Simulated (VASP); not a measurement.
# GaN (F-43m) in VASP: a series of runs

Runs on GaN. Level: PBE. Tasks: single point.

Everything below comes from runs of VASP 6.6.1. Logs are shortened: lines on timing, memory, paths and dates and some standing lists are left out, and cuts for length are marked.

### Step 1. The cell of the first run

The structure is cubic, space group F-43m (No. 216). Conventional cell: a = 4.273 Å, b = 4.273 Å, c = 4.273 Å, α = 90.00°, β = 90.00°, γ = 90.00°. Ga (site symmetry -43m) has 4 N at 1.85 Å within 2.5 Å. N (site symmetry -43m) has 4 Ga at 1.85 Å within 2.5 Å.

### Step 2. Single point, PBE (strain -5.0%)

INCAR reads:

```
ALGO = Normal
EDIFF = 1E-7
ENCUT = 520
GGA = PE
ISIF = 2
ISMEAR = 0
LASPH = True
LCHARG = False
LREAL = False
LWAVE = False
NBANDS = 16
NELM = 100
PREC = Accurate
SIGMA = 0.01
```

KPOINTS reads:

```
k-points
0
Gamma
  6 6 6
```

POSCAR reads:

```
GaN
1.0
    0.0000000000      2.1365049176      2.1365049176
    2.1365049176      0.0000000000      2.1365049176
    2.1365049176      2.1365049176      0.0000000000
Ga N
1 1
Direct
    0.0000000000      0.0000000000      0.0000000000
    0.2500000000      0.2500000000      0.2500000000
```

Potentials or basis: VASP PAW PBE potentials, release 64 (Ga_d, N).

The run is started by

```console
> cat potpaw_PBE.64/Ga_d/POTCAR potpaw_PBE.64/N/POTCAR > POTCAR
> mpirun -np 1 vasp_std > vasp.out
```

OUTCAR:

```text
EDIFF = 1E-7
   ENCUT = 520
   GGA = PE
   ISIF = 2
   ISMEAR = 0
   LASPH = True
   LREAL = False
   NELM = 100
   PREC = Accurate

 ion  position               nearest neighbor table
   1  0.000  0.000  0.000-   2 1.85   2 1.85   2 1.85   2 1.85
   2  0.250  0.250  0.250-   1 1.85   1 1.85   1 1.85   1 1.85

  LATTYP: Found a face centered cubic cell.
 ALAT       =     4.2730098352

  Lattice vectors:

 A1 = (   0.0000000000,   2.1365049176,   2.1365049176)
 A2 = (   2.1365049176,   0.0000000000,   2.1365049176)
 A3 = (   2.1365049176,   2.1365049176,   0.0000000000)

Analysis of symmetry for initial positions (statically):
=====================================================================
 Subroutine PRICEL returns:
 Original cell was already a primitive cell.

 Routine SETGRP: Setting up the symmetry group for a
 face centered cubic supercell.

 Subroutine GETGRP returns: Found 24 space group operations
 (whereof 24 operations were pure point group operations)
 out of a pool of 48 trial point group operations.

The static configuration has the point symmetry T_d .

Analysis of symmetry for dynamics (positions and initial velocities):
=====================================================================
 Subroutine PRICEL returns:
 Original cell was already a primitive cell.

 Routine SETGRP: Setting up the symmetry group for a
 face centered cubic supercell.

 Subroutine GETGRP returns: Found 24 space group operations
 (whereof 24 operations were pure point group operations)
 out of a pool of 48 trial point group operations.

The dynamic configuration has the point symmetry T_d .

 Subroutine INISYM returns: Found 24 space group operations
 (whereof 24 operations are pure point group operations),
 and found     1 'primitive' translations

----------------------------------------------------------------------------------------

                                     Primitive cell

  volume of cell :      19.5048

  direct lattice vectors                    reciprocal lattice vectors
     0.000000000  2.136504918  2.136504918    -0.234027077  0.234027077  0.234027077
     2.136504918  0.000000000  2.136504918     0.234027077 -0.234027077  0.234027077
     2.136504918  2.136504918  0.000000000     0.234027077  0.234027077 -0.234027077

  length of vectors
     3.021474231  3.021474231  3.021474231     0.405346787  0.405346787  0.405346787

  position of ions in fractional coordinates (direct lattice)
     0.000000000  0.000000000  0.000000000
     0.250000000  0.250000000  0.250000000

  ion indices of the primitive-cell ions
   primitive index   ion index
                 1           1
                 2           2

----------------------------------------------------------------------------------------

 KPOINTS: k-points

Automatic generation of k-mesh.
 Grid dimensions read from file:
 generate k-points for:    6    6    6

 Generating k-lattice:

  Cartesian coordinates                     Fractional coordinates (reciprocal lattice)
    -0.039004513  0.039004513  0.039004513     0.166666667  0.000000000  0.000000000
     0.039004513 -0.039004513  0.039004513     0.000000000  0.166666667  0.000000000
     0.039004513  0.039004513 -0.039004513     0.000000000  0.000000000  0.166666667

  Length of vectors
     0.067557798  0.067557798  0.067557798

  Shift w.r.t. Gamma in fractional coordinates (k-lattice)
     0.000000000  0.000000000  0.000000000

 Subroutine IBZKPT returns following result:
 ===========================================

 Found     16 irreducible k-points:

 Following reciprocal coordinates:
            Coordinates               Weight
  0.000000  0.000000  0.000000      1.000000
  0.166667  0.000000  0.000000      8.000000
  0.333333  0.000000  0.000000      8.000000
  0.500000  0.000000  0.000000      4.000000
  0.166667  0.166667  0.000000      6.000000
  0.333333  0.166667  0.000000     24.000000
[... 8 lines left out ...]
 -0.333333  0.333333  0.166667     24.000000
 -0.333333  0.500000  0.166667     12.000000
   k-points           NKPTS =     16   k-points in BZ     NKDIM =     16   number of bands    NBANDS=     16
   number of dos      NEDOS =    301   number of ions     NIONS =      2
   total plane-waves  NPLWV =  13824
   dimension x,y,z NGX =    24 NGY =   24 NGZ =   24
   dimension x,y,z NGXF=    48 NGYF=   48 NGZF=   48
   ions per type =               1   1
   NGX,Y,Z   is equivalent  to a cutoff of  13.21, 13.21, 13.21 a.u.
   NGXF,Y,Z  is equivalent  to a cutoff of  26.41, 26.41, 26.41 a.u.
 SYSTEM =  unknown system
   PREC   = accura    normal or accurate (medium, high low for compatibility)
   ISTART =      0    job   : 0-new  1-cont  2-samecut
   ICHARG =      2    charge: 1-file 2-atom 10-const
   ISPIN  =      1    spin polarized calculation?
   LNONCOLLINEAR =      F non collinear calculations
   LSORBIT =      F    spin-orbit coupling
   LASPH  =      T    aspherical Exc in radial PAW
   ENCUT  =  520.0 eV  38.22 Ry    6.18 a.u.   5.62  5.62  5.62*2*pi/ulx,y,z
   NELM   =    100;   NELMIN=  2; NELMDL= -5     # of ELM steps
   EDIFF  = 0.1E-06   stopping-criterion for ELM
   LREAL  =      F    real-space projection
   EDIFFG = 0.1E-05   stopping-criterion for IOM
   NSW    =      0    number of steps for IOM
   IBRION =     -1    ionic relax: 0-MD 1-quasi-New 2-CG
   NFREE  =      0    steps in history (QN), initial steepest desc. (CG)
   ISIF   =      2    stress and relaxation
   ISYM   =      2    0-nonsym 1-usesym 2-fastsym
   POTIM  = 0.5000    time-step for ionic-motion
   TEBEG  =    0.0;   TEEND  =   0.0 temperature during run
   PSTRESS=    0.0 pullay stress
   NELECT =      18.0000    total number of electrons
   NUPDOWN=      -1.0000    fix difference up-down
   EMIN   =  10.00;   EMAX   =-10.00  energy-range for DOS
   EFERMI =   0.00;   METHOD = LEGACY
   ISMEAR =     0;   SIGMA  =   0.01  broadening in eV -4-tet -1-fermi 0-gaus
   EFERMI_NEDOS =   21; number of points for ismear=-14 and -15
   IALGO  =     38    algorithm
   IMIX   =      4    mixing-type and parameters
     AMIX     =   0.40;   BMIX     =  1.00
     AMIX_MAG =   1.60;   BMIX_MAG =  1.00
  volume/ion in A,a.u.               =       9.75        65.81
  Fermi-wavevector in a.u.,A,eV,Ry     =   1.593866  3.011970 34.564355  2.540408
  Thomas-Fermi vector in A             =   2.692029
   LORBIT       =      0    0 simple, 1 ext, 2 COOP (PROOUT), +10 PAW based schemes
   GGA     = PE    functional components
   LHFCALC =     F    Hartree Fock is set to
   AEXX    =    0.0000 exact exchange contribution
   IVDW    =     0    specifies the selected vdW correction
   LEPSILON=     F    determine dielectric tensor
   LRPA    =     F    only Hartree local field effects (RPA)
 non-spin polarized calculation
 Gauss-broadening in eV      SIGMA  =   0.01
  energy-cutoff  :      520.00
  volume of cell :       19.50
 maximum number of plane-waves:       544
 NGX is ok and might be reduce to    24
   NGX = 11   NGY = 11   NGZ = 11

 number of electron      18.0000004 magnetization

 Free energy of the ion-electron system (eV)
  ---------------------------------------------------
  ext. energy  EPLUGINS =         0.00000000
  ---------------------------------------------------
  free energy    TOTEN  =       -11.63357126 eV

  energy without entropy =      -11.63357126  energy(sigma->0) =      -11.63357126

 E-fermi :   7.2682     XC(G=0): -12.5492

 val. band max:        7.1931584027   @ k =   0.0000   0.0000   0.0000
 cond. band min:       9.9449385703   @ k =   0.0000   0.0000   0.0000
 fundamental gap:      2.7517801677
 Fermi energy:         7.2682275473

 k-point     1 :       0.0000    0.0000    0.0000
  band No.  band energies     occupation
      1     -10.2558      2.00000
      2      -6.5100      2.00000
      3      -6.5100      2.00000
      4      -6.5100      2.00000
      5      -5.9893      2.00000
      6      -5.9893      2.00000
[... 8 lines left out ...]
     15      27.2802      0.00000
     16      27.2802      0.00000

 k-point     2 :       0.1667    0.0000    0.0000
  band No.  band energies     occupation
      1      -9.8715      2.00000
      2      -6.4568      2.00000
      3      -6.4568      2.00000
      4      -6.4110      2.00000
      5      -5.9927      2.00000
      6      -5.9927      2.00000
[... 8 lines left out ...]
     15      25.1645      0.00000
     16      25.2025      0.00000

 k-point     3 :       0.3333    0.0000    0.0000
  band No.  band energies     occupation
      1      -9.1274      2.00000
      2      -6.3854      2.00000
      3      -6.3854      2.00000
      4      -5.9591      2.00000
      5      -5.9591      2.00000
      6      -5.7508      2.00000
[... 8 lines left out ...]
     15      26.2740      0.00000
     16      26.2740      0.00000

 k-point     4 :       0.5000    0.0000    0.0000
  band No.  band energies     occupation
      1      -8.8274      2.00000
      2      -6.3716      2.00000
      3      -6.3716      2.00000
      4      -5.9173      2.00000
      5      -5.9173      2.00000
      6      -4.7126      2.00000
[... 8 lines left out ...]
     15      28.8808      0.00000
     16      28.8808      0.00000
[... 172 lines left out ...]
 k-point    14 :       0.5000    0.3333    0.1667
  band No.  band energies     occupation
      1      -8.7318      2.00000
      2      -6.3032      2.00000
      3      -6.2887      2.00000
      4      -6.0973      2.00000
      5      -5.9382      2.00000
      6      -4.9737      2.00000
[... 8 lines left out ...]
     15      28.9670      0.00000
     16      32.2511      0.00000

 k-point    15 :      -0.3333    0.3333    0.1667
  band No.  band energies     occupation
      1      -8.5813      2.00000
      2      -6.3325      2.00000
      3      -6.2233      2.00000
      4      -6.0326      2.00000
      5      -5.9598      2.00000
      6      -4.1167      2.00000
[... 8 lines left out ...]
     15      27.6061      0.00000
     16      32.5207      0.00000

 k-point    16 :      -0.3333    0.5000    0.1667
  band No.  band energies     occupation
      1      -8.5118      2.00000
      2      -6.3449      2.00000
      3      -6.1790      2.00000
      4      -6.0100      2.00000
      5      -5.9319      2.00000
      6      -3.9600      2.00000
[... 8 lines left out ...]
     15      29.5930      0.00000
     16      33.0264      0.00000

------------------------ aborting loop because EDIFF is reached ----------------------------------------

  FORCE on cell =-STRESS in cart. coord.  units (eV):
  Direction    XX          YY          ZZ          XY          YZ          ZX
  --------------------------------------------------------------------------------------
  -------------------------------------------------------------------------------------
  Total        5.8690578      5.8690578      5.8690578     -0.0000000     -0.0000000     -0.0000000
  in kB      482.1001649    482.1001649    482.1001649     -0.0000000     -0.0000000     -0.0000000
  external PRESSURE =     482.1001649 kB  Pullay stress =       0.0000000 kB

 VOLUME and BASIS-vectors are now :
 -----------------------------------------------------------------------------
  energy-cutoff  :      520.00
  volume of cell :       19.50
      direct lattice vectors                 reciprocal lattice vectors
     0.000000000  2.136504918  2.136504918    -0.234027077  0.234027077  0.234027077
     2.136504918  0.000000000  2.136504918     0.234027077 -0.234027077  0.234027077
     2.136504918  2.136504918  0.000000000     0.234027077  0.234027077 -0.234027077

 POSITION                                       TOTAL-FORCE (eV/Angst)
 -----------------------------------------------------------------------------------
      0.00000      0.00000      0.00000        -0.000000     -0.000000      0.000000
      1.06825      1.06825      1.06825         0.000000      0.000000     -0.000000
 -----------------------------------------------------------------------------------
    total drift:                                0.000003      0.000003      0.000003

  FREE ENERGIE OF THE ION-ELECTRON SYSTEM (eV)
  ---------------------------------------------------
  free  energy   TOTEN  =       -11.6335712585 eV

  energy  without entropy=      -11.6335712585  energy(sigma->0) =      -11.63357126
```

Wall time 9.5 s (1 thread of Intel Xeon 6975P-C, shared host); peak memory 0.14 GiB.

Results:

```yaml
Free_energy: -11.6336 eV
Pressure: 48.2 GPa
Band_gap_on_the_k_mesh: 2.75 eV, direct
```

Caveat: the k points lie up to 0.42 Å⁻¹ apart; the cell differs from its parent crystal (strain -5.0%).

[end of part 1 of 2]
